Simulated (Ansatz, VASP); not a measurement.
**MoS2 in VASP and in Ansatz**

```
CELL_PARAMETERS angstrom
3.32893 0.00000 0.00000
-1.66447 2.63465 0.00000
0.00000 0.00000 14.51045
ATOMIC_POSITIONS crystal
Mo 0.33333 0.66667 0.25000
Mo 0.66667 0.33333 0.75000
S 0.33333 0.66667 0.64232
S 0.66667 0.33333 0.14232
S 0.33333 0.66667 0.85768
S 0.66667 0.33333 0.35768
```

Change from the starting cell: strain +0.0450 x Voigt [1, -1, 0, 0, 0, 0], atoms carried along.

Alike in both runs: task single point; functional PBE; k mesh 12 × 12 × 2; occupations gaussian, width 0.05 eV; no spin polarisation.

```csv
,VASP,Ansatz
version,VASP 6.6.1,Ansatz 0.2.0
potentials or method,"VASP PAW PBE potentials, release 64 (Mo_sv, S), cutoff 520 eV","scalar-relativistic, plane waves, PAW"
valence electrons in the cell,52,52
```

|  | VASP | Ansatz | Ansatz less VASP |
| --- | --- | --- | --- |
| gap on the k mesh at the Fermi level (eV) | 1.47 | 1.46 | -0.013 |
| least direct gap on the mesh (eV) | 1.65 | 1.65 | -0.004 |
| pressure (GPa) | 0.6 | 0.7 | +0.11 |
| traceless stress, the component that is largest in VASP (GPa) | 6.50 | 6.49 | -0.017 |
| rms of the force components (eV/Å) | 0.271 | 0.273 | +0.0021 |

Atom by atom the forces differ by 0.006 eV/Å (rms over components).
